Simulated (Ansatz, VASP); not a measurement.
Li12CO: VASP beside Ansatz

```
CELL_PARAMETERS angstrom
5.75916 0.00000 0.00000
-1.91972 5.42979 0.00000
0.00000 0.00000 23.34904
ATOMIC_POSITIONS crystal
Li 0.25000 0.25000 0.17131
Li 0.25000 0.75000 0.17131
Li 0.75000 0.25000 0.17131
Li 0.75000 0.75000 0.17131
Li 0.00000 0.00000 0.26997
Li 0.00000 0.50000 0.26997
Li 0.50000 0.00000 0.26997
Li 0.50000 0.50000 0.26997
Li 0.25000 0.25000 0.36828
Li 0.25000 0.75000 0.36828
Li 0.75000 0.25000 0.36828
Li 0.75000 0.75000 0.36828
O 0.25000 0.25000 0.49677
C 0.25000 0.25000 0.54602
```

Alike in both runs: task single point; functional PBE; dispersion D3(BJ); k mesh 5 × 5 × 1; occupations gaussian, width 0.1 eV; no spin polarisation.

|  | VASP | Ansatz |
| --- | --- | --- |
| version | VASP 6.6.1 | Ansatz 0.2.0 |
| potentials or method | VASP PAW PBE potentials, release 64 (Li_sv, O, C), cutoff 520 eV | scalar-relativistic, plane waves, PAW |
| valence electrons in the cell | 46 | 46 |

|  | VASP | Ansatz | Ansatz less VASP |
| --- | --- | --- | --- |
| gap on the k mesh at the Fermi level (eV) | none | none | - |
| rms of the force components (eV/Å) | 0.120 | 0.305 | +0.1847 |

Atom by atom the forces differ by 0.185 eV/Å (rms over components). A gap of «none» marks a metal or a gap that the smearing closes. One of these differences is far larger than is usual between the two programs; its cause wasn't traced.

Noted on VASP's run: the cutoff is short for stress, so the pressure is rough; the standard files for N, O and F lose accuracy on very short bonds.
